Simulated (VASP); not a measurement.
# O3F (ReO3 type) (Pm-3m) in VASP: single point with PBE

Aim: the single point of O3F (ReO3 type) with PBE.

Everything below comes from runs of VASP 6.6.1. Logs are shortened: lines on timing, memory, paths and dates and some standing lists are left out, and cuts for length are marked.

## (1) The cell of the first run

Symmetry: Pm-3m, No. 221, cubic system. The conventional cell has a = 3.763 Å, b = 3.763 Å, c = 3.763 Å, α = 90.00°, β = 90.00°, γ = 90.00°. F (site symmetry m-3m) has 6 O at 1.88 Å within 2.5 Å. Within 2.5 Å of O (site symmetry 4/mmm) lie 2 F at 1.88 Å.

## (2) Single point, PBE

File INCAR:

```
  ALGO = Normal
  EDIFF = 1E-6
  ENCUT = 520
  GGA = PE
  ISIF = 2
  ISMEAR = -1
  LASPH = T
  LCHARG = T
  LELF = T
  LREAL = F
  LVHAR = T
  LWAVE = F
  NBANDS = 20
  NELM = 80
  PREC = Accurate
  SIGMA = 0.06122561905347299
```

File KPOINTS:

```
k-points
0
Gamma
  29 29 29
```

File POSCAR:

```
O3F
1.0
    3.7634659043      0.0000000000      0.0000000000
    0.0000000000      3.7634659043      0.0000000000
    0.0000000000      0.0000000000      3.7634659043
F O
1 3
Direct
    0.0000000000      0.0000000000      0.0000000000
    0.5000000000      0.0000000000      0.0000000000
    0.0000000000      0.5000000000      0.0000000000
    0.0000000000      0.0000000000      0.5000000000
```

Potentials or basis: VASP PAW PBE potentials, release 64 (F, O).

On the command line:

```bash
> cat potpaw_PBE.64/F/POTCAR potpaw_PBE.64/O/POTCAR > POTCAR
> mpirun -np 1 vasp_std > vasp.out
```

OUTCAR:

```text
EDIFF = 1E-6
   ENCUT = 520
   GGA = PE
   ISIF = 2
   ISMEAR = -1
   LASPH = T
   LREAL = F
   NELM = 80
   PREC = Accurate

 ion  position               nearest neighbor table
   1  0.000  0.000  0.000-   2 1.88   3 1.88   4 1.88   4 1.88   3 1.88   2 1.88
   2  0.500  0.000  0.000-   1 1.88   1 1.88
   3  0.000  0.500  0.000-   1 1.88   1 1.88
   4  0.000  0.000  0.500-   1 1.88   1 1.88

  LATTYP: Found a simple cubic cell.
 ALAT       =     3.7634659043

  Lattice vectors:

 A1 = (   3.7634659043,   0.0000000000,   0.0000000000)
 A2 = (   0.0000000000,   3.7634659043,   0.0000000000)
 A3 = (   0.0000000000,   0.0000000000,   3.7634659043)

Analysis of symmetry for initial positions (statically):
=====================================================================
 Subroutine PRICEL returns:
 Original cell was already a primitive cell.

 Routine SETGRP: Setting up the symmetry group for a
 simple cubic supercell.

 Subroutine GETGRP returns: Found 48 space group operations
 (whereof 48 operations were pure point group operations)
 out of a pool of 48 trial point group operations.

The static configuration has the point symmetry O_h .

Analysis of symmetry for dynamics (positions and initial velocities):
=====================================================================
 Subroutine PRICEL returns:
 Original cell was already a primitive cell.

 Routine SETGRP: Setting up the symmetry group for a
 simple cubic supercell.

 Subroutine GETGRP returns: Found 48 space group operations
 (whereof 48 operations were pure point group operations)
 out of a pool of 48 trial point group operations.

The dynamic configuration has the point symmetry O_h .

 Subroutine INISYM returns: Found 48 space group operations
 (whereof 48 operations are pure point group operations),
 and found     1 'primitive' translations

----------------------------------------------------------------------------------------

                                     Primitive cell

  volume of cell :      53.3045

  direct lattice vectors                    reciprocal lattice vectors
     3.763465904  0.000000000  0.000000000     0.265712518  0.000000000  0.000000000
     0.000000000  3.763465904  0.000000000     0.000000000  0.265712518  0.000000000
     0.000000000  0.000000000  3.763465904     0.000000000  0.000000000  0.265712518

  length of vectors
     3.763465904  3.763465904  3.763465904     0.265712518  0.265712518  0.265712518

  position of ions in fractional coordinates (direct lattice)
     0.000000000  0.000000000  0.000000000
     0.500000000  0.000000000  0.000000000
     0.000000000  0.500000000  0.000000000
     0.000000000  0.000000000  0.500000000

  ion indices of the primitive-cell ions
   primitive index   ion index
                 1           1
                 2           2
                 3           3
                 4           4

----------------------------------------------------------------------------------------

 KPOINTS: k-points

Automatic generation of k-mesh.
 Grid dimensions read from file:
 generate k-points for:   29   29   29

 Generating k-lattice:

  Cartesian coordinates                     Fractional coordinates (reciprocal lattice)
     0.009162501  0.000000000  0.000000000     0.034482759  0.000000000  0.000000000
     0.000000000  0.009162501  0.000000000     0.000000000  0.034482759  0.000000000
     0.000000000  0.000000000  0.009162501     0.000000000  0.000000000  0.034482759

  Length of vectors
     0.009162501  0.009162501  0.009162501

  Shift w.r.t. Gamma in fractional coordinates (k-lattice)
     0.000000000  0.000000000  0.000000000

 Subroutine IBZKPT returns following result:
 ===========================================

 Found    680 irreducible k-points:

 Following reciprocal coordinates:
            Coordinates               Weight
  0.000000  0.000000  0.000000      1.000000
  0.034483  0.000000  0.000000      6.000000
  0.068966  0.000000  0.000000      6.000000
  0.103448  0.000000  0.000000      6.000000
  0.137931  0.000000  0.000000      6.000000
  0.172414  0.000000  0.000000      6.000000
[... 16 lines left out ...]
  0.275862  0.034483  0.000000     24.000000
  0.310345  0.034483  0.000000     24.000000
 [... further k-points ...]
   k-points           NKPTS =    680   k-points in BZ     NKDIM =    680   number of bands    NBANDS=     20
   number of dos      NEDOS =    301   number of ions     NIONS =      4
   total plane-waves  NPLWV =  21952
   dimension x,y,z NGX =    28 NGY =   28 NGZ =   28
   dimension x,y,z NGXF=    56 NGYF=   56 NGZF=   56
   ions per type =               1   3
   NGX,Y,Z   is equivalent  to a cutoff of  12.37, 12.37, 12.37 a.u.
   NGXF,Y,Z  is equivalent  to a cutoff of  24.74, 24.74, 24.74 a.u.
 SYSTEM =  unknown system
   PREC   = accura    normal or accurate (medium, high low for compatibility)
   ISTART =      0    job   : 0-new  1-cont  2-samecut
   ICHARG =      2    charge: 1-file 2-atom 10-const
   ISPIN  =      1    spin polarized calculation?
   LNONCOLLINEAR =      F non collinear calculations
   LSORBIT =      F    spin-orbit coupling
   LASPH  =      T    aspherical Exc in radial PAW
   ENCUT  =  520.0 eV  38.22 Ry    6.18 a.u.   7.00  7.00  7.00*2*pi/ulx,y,z
   NELM   =     80;   NELMIN=  2; NELMDL= -5     # of ELM steps
   EDIFF  = 0.1E-05   stopping-criterion for ELM
   LREAL  =      F    real-space projection
[... 7 lines left out ...]
   TEBEG  =    0.0;   TEEND  =   0.0 temperature during run
   PSTRESS=    0.0 pullay stress
   NELECT =      25.0000    total number of electrons
   NUPDOWN=      -1.0000    fix difference up-down
   EMIN   =  10.00;   EMAX   =-10.00  energy-range for DOS
   EFERMI =   0.00;   METHOD = LEGACY
   ISMEAR =    -1;   SIGMA  =   0.06  broadening in eV -4-tet -1-fermi 0-gaus
   EFERMI_NEDOS =   21; number of points for ismear=-14 and -15
   IALGO  =     38    algorithm
   IMIX   =      4    mixing-type and parameters
     AMIX     =   0.40;   BMIX     =  1.00
     AMIX_MAG =   1.60;   BMIX_MAG =  1.00
  volume/ion in A,a.u.               =      13.33        89.93
  Fermi-wavevector in a.u.,A,eV,Ry     =   1.271941  2.403619 22.011955  1.617833
  Thomas-Fermi vector in A             =   2.404846
   LORBIT       =      0    0 simple, 1 ext, 2 COOP (PROOUT), +10 PAW based schemes
   GGA     = PE    functional components
   LHFCALC =     F    Hartree Fock is set to
   AEXX    =    0.0000 exact exchange contribution
   IVDW    =     0    specifies the selected vdW correction
   LEPSILON=     F    determine dielectric tensor
   LRPA    =     F    only Hartree local field effects (RPA)
 non-spin polarized calculation
  energy-cutoff  :      520.00
  volume of cell :       53.30
 maximum number of plane-waves:      1452
 NGX is ok and might be reduce to    28
   NGX = 13   NGY = 13   NGZ = 13

 number of electron      24.9999970 magnetization

 Free energy of the ion-electron system (eV)
  ---------------------------------------------------
  ext. energy  EPLUGINS =         0.00000000
  ---------------------------------------------------
  free energy    TOTEN  =        -6.78122943 eV

  energy without entropy =       -6.69707395  energy(sigma->0) =       -6.73915169

 E-fermi :  -2.9076     XC(G=0):  -8.7044

 val. band max:       -2.9076818998   @ k =   0.3793   0.1379   0.1379
 cond. band min:      -2.9075493079   @ k =   0.4138   0.2069   0.2069
 fundamental gap:      0.0001325918
 Fermi energy:        -2.9075592168

 k-point     1 :       0.0000    0.0000    0.0000
  band No.  band energies     occupation
      1     -27.5654      2.00000
      2     -18.5261      2.00000
      3     -18.4267      2.00000
      4     -18.4267      2.00000
      5     -10.2777      2.00000
      6     -10.2777      2.00000
[... 12 lines left out ...]
     19      14.0329      0.00000
     20      16.3868      0.00000

 k-point     2 :       0.0345    0.0000    0.0000
  band No.  band energies     occupation
      1     -27.5642      2.00000
      2     -18.5297      2.00000
      3     -18.4350      2.00000
      4     -18.4267      2.00000
      5     -10.2763      2.00000
      6     -10.2763      2.00000
[... 12 lines left out ...]
     19      14.0499      0.00000
     20      16.3300      0.00000

 k-point     3 :       0.0690    0.0000    0.0000
  band No.  band energies     occupation
      1     -27.5596      2.00000
      2     -18.5448      2.00000
      3     -18.4541      2.00000
      4     -18.4259      2.00000
      5     -10.2719      2.00000
      6     -10.2719      2.00000
[... 12 lines left out ...]
     19      14.1005      0.00000
     20      16.2101      0.00000

 k-point     4 :       0.1034    0.0000    0.0000
  band No.  band energies     occupation
      1     -27.5522      2.00000
      2     -18.5824      2.00000
      3     -18.4708      2.00000
      4     -18.4248      2.00000
      5     -10.2647      2.00000
      6     -10.2647      2.00000
[... 12 lines left out ...]
     19      14.1832      0.00000
     20      16.0772      0.00000

 k-point     5 :       0.1379    0.0000    0.0000
  band No.  band energies     occupation
      1     -27.5423      2.00000
      2     -18.6458      2.00000
      3     -18.4788      2.00000
      4     -18.4235      2.00000
      5     -10.2552      2.00000
      6     -10.2552      2.00000
[... 12 lines left out ...]
     19      14.2958      0.00000
     20      15.9474      0.00000
[... 353 lines left out ...]
      6     -10.2029      2.00000
[... 12 lines left out ...]
     19      14.5500      0.00000
     20      15.7060      0.00000

 k-point    22 :       0.2414    0.0345    0.0000
  band No.  band energies     occupation
      1     -27.5004      2.00000
      2     -18.9130      2.00000
      3     -18.4852      2.00000
      4     -18.4229      2.00000
      5     -10.2151      2.00000
      6     -10.1889      2.00000
[... 12 lines left out ...]
     19      14.7140      0.00000
     20      15.6088      0.00000

 k-point    23 :       0.2759    0.0345    0.0000
  band No.  band energies     occupation
      1     -27.4854      2.00000
      2     -19.0072      2.00000
      3     -18.4831      2.00000
      4     -18.4206      2.00000
      5     -10.2008      2.00000
      6     -10.1746      2.00000
[... 12 lines left out ...]
     19      14.8769      0.00000
     20      15.5212      0.00000

 k-point    24 :       0.3103    0.0345    0.0000
  band No.  band energies     occupation
      1     -27.4709      2.00000
      2     -19.0960      2.00000
      3     -18.4808      2.00000
      4     -18.4184      2.00000
      5     -10.1869      2.00000
      6     -10.1608      2.00000
[... 12 lines left out ...]
     19      15.0187      0.00000
     20      15.4456      0.00000

 [... further k-points ...]

------------------------ aborting loop because EDIFF is reached ----------------------------------------

  FORCE on cell =-STRESS in cart. coord.  units (eV):
  Direction    XX          YY          ZZ          XY          YZ          ZX
  --------------------------------------------------------------------------------------
  -------------------------------------------------------------------------------------
  Total       -0.0701692     -0.0701692     -0.0701692      0.0000000      0.0000000      0.0000000
  in kB       -2.1090796     -2.1090796     -2.1090796      0.0000000      0.0000000      0.0000000
  external PRESSURE =      -2.1090796 kB  Pullay stress =       0.0000000 kB

 VOLUME and BASIS-vectors are now :
 -----------------------------------------------------------------------------
  energy-cutoff  :      520.00
  volume of cell :       53.30
      direct lattice vectors                 reciprocal lattice vectors
     3.763465904  0.000000000  0.000000000     0.265712518  0.000000000  0.000000000
     0.000000000  3.763465904  0.000000000     0.000000000  0.265712518  0.000000000
     0.000000000  0.000000000  3.763465904     0.000000000  0.000000000  0.265712518

 POSITION                                       TOTAL-FORCE (eV/Angst)
 -----------------------------------------------------------------------------------
      0.00000      0.00000      0.00000         0.000000      0.000000      0.000000
      1.88173      0.00000      0.00000         0.000000      0.000000      0.000000
      0.00000      1.88173      0.00000         0.000000      0.000000      0.000000
      0.00000      0.00000      1.88173         0.000000      0.000000      0.000000
 -----------------------------------------------------------------------------------
    total drift:                               -0.000000      0.000000     -0.000000

  FREE ENERGIE OF THE ION-ELECTRON SYSTEM (eV)
  ---------------------------------------------------
  free  energy   TOTEN  =        -6.7812294349 eV

  energy  without entropy=       -6.6970739506  energy(sigma->0) =       -6.73915169
```

It took 5.7 min on 1 thread of Intel Xeon 8259CL, shared host; peak memory 0.6 GiB.

Results:

```
Free energy            : -6.7812 eV
Pressure               : -0.2 GPa
Band gap on the k mesh : zero (an odd number of electrons rules out a gap without spin polarisation)
```

Caveat: an odd number of electrons without spin polarisation forces a metal; a magnetic or distorted state may lie lower.
